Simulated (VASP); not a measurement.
# SbMo (CsCl type): single point with LDA

SbMo (CsCl type):

```xyz
2
Lattice="3.0289 0.0000 0.0000 0.0000 3.0289 0.0000 0.0000 0.0000 3.0289" Properties=species:S:1:pos:R:3 pbc="T T T"
Mo    0.0000    0.0000    0.0000
Sb    1.5145    1.5145    1.5145
```

```yaml
Program: VASP 6.6.1
Task: single point
Functional: LDA
Potentials_or_basis: VASP PAW LDA potentials, release 64 (Mo_sv, Sb)
Cutoff: 520 eV
k_mesh: 13 × 13 × 13
Occupations: fermi-dirac, width 0.08 eV
Spin: no spin polarisation
Dipole_correction: no
Further_INCAR_settings: ALGO = Normal; EDIFF = 1e-06; NBANDS = 16
```

```
Pressure               : 72.0 GPa
Band gap on the k mesh : zero (an odd number of electrons rules out a gap without spin polarisation)
```

Levels at points of the mesh, in eV from the Fermi level:
| k point | band 5 | band 6 | band 7 | band 8 | band 9 | band 10 | band 11 | band 12 | band 13 | band 14 |
| --- | --- | --- | --- | --- | --- | --- | --- | --- | --- | --- |
| (0.00, 0.00, 0.00) | -14.93 | -4.03 | -4.03 | 1.07 | 1.07 | 1.07 | 1.70 | 1.70 | 1.70 | 10.77 |

It took 15 s on 1 thread of Intel(R) Xeon(R) Platinum 8259CL CPU @ 2.50GHz (Skylake/Cascade Lake) (shared host), peak memory 0.15 GiB.

Caveat: the cell stands under pressure; spin-orbit coupling is left out, which moves the levels of the heavy elements.
